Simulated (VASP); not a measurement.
# Zn2C (Fm-3m) in VASP: single point with LDA

Aim: the single point of Zn2C with LDA.

Program: VASP 6.6.1. These are calculated values, not measurements. Logs are shortened: lines on timing, memory, paths and dates and some standing lists are left out, and cuts for length are marked.

## 1. The cell of the first run

The structure is cubic, space group Fm-3m (No. 225). Conventional cell: a = 5.069 Å, b = 5.069 Å, c = 5.069 Å, α = 90.00°, β = 90.00°, γ = 90.00°. C (site symmetry m-3m) has 8 Zn at 2.20 Å within 2.9 Å. Within 2.9 Å of Zn (site symmetry -43m) lie 4 C at 2.20 Å and 6 Zn at 2.53 Å.

## 2. Single point, LDA

INCAR reads:

```
PREC = Accurate
ENCUT = 1300
EDIFF = 1E-6
ISMEAR = -1
SIGMA = 0.02
LREAL = F
LASPH = T
NELM = 120
ALGO = Normal
ISIF = 2
LWAVE = F
LCHARG = F
GGA = CA
NBANDS = 21
GGA_COMPAT = F
```

KPOINTS reads:

```
Automatic mesh
0
Gamma
  8 8 8
```

POSCAR reads:

```
Zn2C
1.0
    0.0000000000      2.5347024496      2.5347024496
    2.5347024496      0.0000000000      2.5347024496
    2.5347024496      2.5347024496      0.0000000000
C Zn
1 2
Direct
    0.0000000000      0.0000000000      0.0000000000
    0.2500000000      0.2500000000      0.2500000000
    0.7500000000      0.7500000000      0.7500000000
```

Potentials or basis: VASP PAW LDA potentials, release 64 (C_h, Zn).

The run is started by

```sh
$ cat potpaw_LDA.64/C_h/POTCAR potpaw_LDA.64/Zn/POTCAR > POTCAR
$ mpirun -np 1 vasp_std > vasp.out
```

OUTCAR:

```text
PREC = Accurate
   ENCUT = 1300
   EDIFF = 1E-6
   ISMEAR = -1
   LREAL = F
   LASPH = T
   NELM = 120
   ISIF = 2
   GGA = CA

 ion  position               nearest neighbor table
   1  0.000  0.000  0.000-   3 2.20   3 2.20   3 2.20   2 2.20   3 2.20   2 2.20   2 2.20   2 2.20

   2  0.250  0.250  0.250-   1 2.20   1 2.20   1 2.20   1 2.20   3 2.53   3 2.53   3 2.53   3 2.53
                             3 2.53   3 2.53
   3  0.750  0.750  0.750-   1 2.20   1 2.20   1 2.20   1 2.20   2 2.53   2 2.53   2 2.53   2 2.53
                             2 2.53   2 2.53

  LATTYP: Found a face centered cubic cell.
 ALAT       =     5.0694048992

  Lattice vectors:

 A1 = (   0.0000000000,   2.5347024496,   2.5347024496)
 A2 = (   2.5347024496,   0.0000000000,   2.5347024496)
 A3 = (   2.5347024496,   2.5347024496,   0.0000000000)

Analysis of symmetry for initial positions (statically):
=====================================================================
 Subroutine PRICEL returns:
 Original cell was already a primitive cell.

 Routine SETGRP: Setting up the symmetry group for a
 face centered cubic supercell.

 Subroutine GETGRP returns: Found 48 space group operations
 (whereof 48 operations were pure point group operations)
 out of a pool of 48 trial point group operations.

The static configuration has the point symmetry O_h .

Analysis of symmetry for dynamics (positions and initial velocities):
=====================================================================
 Subroutine PRICEL returns:
 Original cell was already a primitive cell.

 Routine SETGRP: Setting up the symmetry group for a
 face centered cubic supercell.

 Subroutine GETGRP returns: Found 48 space group operations
 (whereof 48 operations were pure point group operations)
 out of a pool of 48 trial point group operations.

The dynamic configuration has the point symmetry O_h .

 Subroutine INISYM returns: Found 48 space group operations
 (whereof 48 operations are pure point group operations),
 and found     1 'primitive' translations

----------------------------------------------------------------------------------------

                                     Primitive cell

  volume of cell :      32.5695

  direct lattice vectors                    reciprocal lattice vectors
     0.000000000  2.534702450  2.534702450    -0.197261813  0.197261813  0.197261813
     2.534702450  0.000000000  2.534702450     0.197261813 -0.197261813  0.197261813
[... 80 lines left out ...]
   ICHARG =      2    charge: 1-file 2-atom 10-const
   ISPIN  =      1    spin polarized calculation?
   LNONCOLLINEAR =      F non collinear calculations
   LSORBIT =      F    spin-orbit coupling
   LASPH  =      T    aspherical Exc in radial PAW
   ENCUT  = 1300.0 eV  95.55 Ry    9.77 a.u.  10.54 10.54 10.54*2*pi/ulx,y,z
   NELM   =    120;   NELMIN=  2; NELMDL= -5     # of ELM steps
   EDIFF  = 0.1E-05   stopping-criterion for ELM
   LREAL  =      F    real-space projection
   EDIFFG = 0.1E-04   stopping-criterion for IOM
   NSW    =      0    number of steps for IOM
   IBRION =     -1    ionic relax: 0-MD 1-quasi-New 2-CG
   NFREE  =      0    steps in history (QN), initial steepest desc. (CG)
   ISIF   =      2    stress and relaxation
   ISYM   =      2    0-nonsym 1-usesym 2-fastsym
   POTIM  = 0.5000    time-step for ionic-motion
   TEBEG  =    0.0;   TEEND  =   0.0 temperature during run
   PSTRESS=    0.0 pullay stress
   NELECT =      28.0000    total number of electrons
   NUPDOWN=      -1.0000    fix difference up-down
   EMIN   =  10.00;   EMAX   =-10.00  energy-range for DOS
   EFERMI =   0.00;   METHOD = LEGACY
   ISMEAR =    -1;   SIGMA  =   0.02  broadening in eV -4-tet -1-fermi 0-gaus
   EFERMI_NEDOS =   21; number of points for ismear=-14 and -15
   IALGO  =     38    algorithm
   IMIX   =      4    mixing-type and parameters
     AMIX     =   0.40;   BMIX     =  1.00
     AMIX_MAG =   1.60;   BMIX_MAG =  1.00
  volume/ion in A,a.u.               =      10.86        73.26
  Fermi-wavevector in a.u.,A,eV,Ry     =   1.556648  2.941639 32.969014  2.423154
  Thomas-Fermi vector in A             =   2.660414
   LORBIT       =      0    0 simple, 1 ext, 2 COOP (PROOUT), +10 PAW based schemes
   GGA     = CA    functional components
   LHFCALC =     F    Hartree Fock is set to
   AEXX    =    0.0000 exact exchange contribution
   IVDW    =     0    specifies the selected vdW correction
   LEPSILON=     F    determine dielectric tensor
   LRPA    =     F    only Hartree local field effects (RPA)
 non-spin polarized calculation
  energy-cutoff  :     1300.00
  volume of cell :       32.57
 maximum number of plane-waves:      3490
   NGX = 21   NGY = 21   NGZ = 21

 number of electron      28.0000003 magnetization

 Free energy of the ion-electron system (eV)
  ---------------------------------------------------
  ext. energy  EPLUGINS =         0.00000000
  ---------------------------------------------------
  free energy    TOTEN  =       -11.86188345 eV

  energy without entropy =      -11.86187463  energy(sigma->0) =      -11.86187904

 E-fermi :   5.3239     XC(G=0): -12.7127

 val. band max:        5.2078333376   @ k =   0.0000   0.0000   0.0000
 cond. band min:       5.4178878483   @ k =   0.0000   0.0000   0.0000
 fundamental gap:      0.2100545107
 Fermi energy:         5.3239072927

 k-point     1 :       0.0000    0.0000    0.0000
  band No.  band energies     occupation
      1      -9.3064      2.00000
      2      -3.9068      2.00000
      3      -3.9068      2.00000
      4      -3.9068      2.00000
      5      -3.6750      2.00000
      6      -3.6750      2.00000
[... 565 lines left out ...]
     20      16.1095      0.00000
     21      18.4343      0.00000

 [... further k-points ...]
[... 5 lines left out ...]
  --------------------------------------------------------------------------------------
  -------------------------------------------------------------------------------------
  Total        0.2093152      0.2093152      0.2093152     -0.0000000     -0.0000000      0.0000000
  in kB       10.2967534     10.2967534     10.2967534     -0.0000000     -0.0000000      0.0000000
  external PRESSURE =      10.2967534 kB  Pullay stress =       0.0000000 kB

 VOLUME and BASIS-vectors are now :
 -----------------------------------------------------------------------------
  energy-cutoff  :     1300.00
  volume of cell :       32.57
      direct lattice vectors                 reciprocal lattice vectors
     0.000000000  2.534702450  2.534702450    -0.197261813  0.197261813  0.197261813
     2.534702450  0.000000000  2.534702450     0.197261813 -0.197261813  0.197261813
     2.534702450  2.534702450  0.000000000     0.197261813  0.197261813 -0.197261813

 POSITION                                       TOTAL-FORCE (eV/Angst)
 -----------------------------------------------------------------------------------
      0.00000      0.00000      0.00000        -0.000000      0.000000     -0.000000
      1.26735      1.26735      1.26735        -0.000000      0.000000      0.000000
      3.80205      3.80205      3.80205         0.000000     -0.000000      0.000000
 -----------------------------------------------------------------------------------
    total drift:                               -0.000000     -0.000000     -0.000000

  FREE ENERGIE OF THE ION-ELECTRON SYSTEM (eV)
  ---------------------------------------------------
  free  energy   TOTEN  =       -11.8618834469 eV

  energy  without entropy=      -11.8618746301  energy(sigma->0) =      -11.86187904
```

stdout:

```text
POSCAR found type information on POSCAR C Zn
 POSCAR found :  2 types and       3 ions
 scaLAPACK will be used
 LDA part: xc-table for (Slater(with rela. corr.)+CA(PZ))
 , standard interpolation
 POSCAR, INCAR and KPOINTS ok, starting setup
 FFT: planning ... GRIDC
 FFT: planning ... GRID_SOFT
 FFT: planning ... GRID
 WAVECAR not read
 entering main loop
```

Wall time 72 s (1 thread of Intel Xeon Platinum 8259CL at 2.50GHz (Skylake/Cascade Lake), shared host); peak memory 0.24 GiB.

What came out:

| Property | Result |
| --- | --- |
| Free energy | -11.8619 eV |
| Pressure | 1.0 GPa |
| Band gap on the k mesh | 0.21 eV |

Caveat: the structure was generated, so it needn't be the stable form of Zn2C.
